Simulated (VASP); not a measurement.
A run of VASP 6.6.1 is set up as follows.

File INCAR:

```
PREC = Accurate
ENCUT = 500
EDIFF = 1E-6
ISMEAR = 0
SIGMA = 0.05
LREAL = False
LASPH = True
NELM = 120
ALGO = Normal
ISIF = 2
LWAVE = False
LCHARG = False
GGA = B5
ALDAX = 1.0
AGGAX = 1.0
AGGAC = 1.0
ALDAC = 0.0
NBANDS = 15
GGA_COMPAT = False
```

KPOINTS

```
Automatic mesh
0
Gamma
  8 8 8
```

POSCAR

```
CaS
1.0
    0.0000000000      2.8924770428      2.8924770428
    2.8924770428      0.0000000000      2.8924770428
    2.8924770428      2.8924770428      0.0000000000
Ca S
1 1
Direct
    0.5000000000      0.5000000000      0.5000000000
    0.0000000000      0.0000000000      0.0000000000
```

Potentials or basis: VASP PAW PBE potentials, release 64 (Ca_sv, S).

Command:

```bash
$ cat potpaw_PBE.64/Ca_sv/POTCAR potpaw_PBE.64/S/POTCAR > POTCAR
$ mpirun -np 1 vasp_std > vasp.out
```

(1) What does it give for the band gap on the k mesh?

(2) Estimate the pressure.

Results:

(1) 2.54 eV, indirect (least direct gap 3.29 eV).

(2) 0.1 GPa.

Caveat: the PAW data sets were made with another functional, which shifts forces and pressure a little.
